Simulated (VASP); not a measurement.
Here is a VASP 6.6.1 calculation.

File INCAR:

```
PREC = Accurate
ENCUT = 520
EDIFF = 1E-7
ISMEAR = 0
SIGMA = 0.1
LREAL = False
LASPH = True
NELM = 60
ALGO = Normal
ISIF = 2
LWAVE = False
LCHARG = False
GGA = PS
NBANDS = 16
```

Contents of KPOINTS:

```
Automatic mesh
0
Gamma
  16 16 8
```

File POSCAR:

```
CoSi2
1.0
    2.6972700149      0.0000000000      0.0000000000
    0.0000000000      2.6972700149      0.0000000000
    0.0000000000      0.0000000000      5.0764952101
Co Si
1 2
Direct
    0.0000000000      0.0000000000      0.0000000000
    0.5000000000      0.5000000000      0.2708976731
    0.5000000000      0.5000000000      0.7291023269
```

Potentials or basis: VASP PAW PBE potentials, release 64 (Co, Si).

Run with:

```bash
$ cat potpaw_PBE.64/Co/POTCAR potpaw_PBE.64/Si/POTCAR > POTCAR
$ mpirun -np 1 vasp_std > vasp.out
```

(1) Predict the pressure.

Answers

(1) 0.2 GPa.

Caveat: the PAW data sets were made with another functional, which shifts forces and pressure a little.
